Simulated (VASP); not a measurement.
MgO:

```
Mg O
1.0
     2.93802    0.00000    0.00000
    -1.46901    2.54440    0.00000
     0.00000    0.00000    2.67968
Mg O
1 1
Direct
  0.00000 0.00000 0.00000
  0.33333 0.66667 0.50000
```

* Program: VASP 6.6.1
* Task: relaxation of cell and atoms
* Functional: LDA
* Potentials or basis: VASP PAW LDA potentials, release 64 (Mg, O)
* Cutoff: 600 eV
* k mesh: 12 × 12 × 8
* Occupations: gaussian, width 0.01 eV
* Spin: no spin polarisation

At the start: pressure -11.2 GPa; volume 10.02 Å³/atom.

Q: How do energy, volume and symmetry change on relaxing?

A: Over 5 steps the energy falls by 28.9 meV/atom and the volume is 9.24 Å³/atom (-7.7 %); space group P-6m2 (No. 187, to 0.1 Å) before and after.

The path:
```tsv
step	energy change (eV)	largest force (eV/Å)	pressure (GPa)	volume (Å³)
1	0.0000	0.0000	-11.18	20.03
2	-0.0511	0.0000	4.18	18.07
3	-0.0570	0.0000	-0.09	18.51
4	-0.0575	0.0000	0.12	18.47
5	-0.0578	0.0000	0.02	18.48
```

Final structure:
```yaml
crystal:
  lattice:
    - [2.85824, 0.00000, 0.00000]
    - [-1.42912, 2.47531, 0.00000]
    - [0.00000, 0.00000, 2.61244]
  atoms:
    - { symbol: Mg, position: [0.00000, 0.00000, 0.00000] }
    - { symbol: O, position: [0.33333, 0.66667, 0.50000] }
```
